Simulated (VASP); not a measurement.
Here is a VASP 6.6.1 calculation.

Contents of INCAR:

```
SYSTEM = Ge2F
PREC = Accurate
ENCUT = 520
EDIFF = 1E-6
ISMEAR = 0
SIGMA = 0.1
LREAL = .FALSE.
LASPH = .TRUE.
NELM = 100
ALGO = Normal
ISIF = 2
LWAVE = .FALSE.
LCHARG = .FALSE.
GGA = PE
NBANDS = 24
```

The input KPOINTS:

```
Automatic mesh
0
G
  6 6 6
  0 0 0
```

POSCAR

```
Ge2F
1.0
    0.0000000000      1.9817832600      6.2340669300
    1.8829627600      0.0000000000      6.2340669300
    1.8829627600      1.9817832600      0.0000000000
Ge F
2 1
Direct
    0.3405790000      0.3405790000      0.6594210000
    0.6594210000      0.6594210000      0.3405790000
    0.0000000000      0.0000000000      0.0000000000
```

Potentials or basis: VASP PAW PBE potentials, release 64 (Ge_d, F).

The run is started by

```console
$ cat potpaw_PBE.64/Ge_d/POTCAR potpaw_PBE.64/F/POTCAR > POTCAR
$ mpirun -np 1 vasp_std > vasp.out
```

Q: Predict the largest force.

A: 0.941 eV/Å.

Q: What does it give for the pressure?

A: 1.9 GPa.

Q: Predict the band gap on the k mesh.

A: Zero (an odd number of electrons rules out a gap without spin polarisation).

Stress tensor (GPa, compression positive):
```
 2.38  0.00  0.00
 0.00  4.63  0.00
 0.00  0.00 -1.30
```

Caveat: the k points lie up to 0.39 Å⁻¹ apart, too coarse for converged energies and pressures of a metal; an odd number of electrons without spin polarisation forces a metal; a magnetic or distorted state may lie lower.
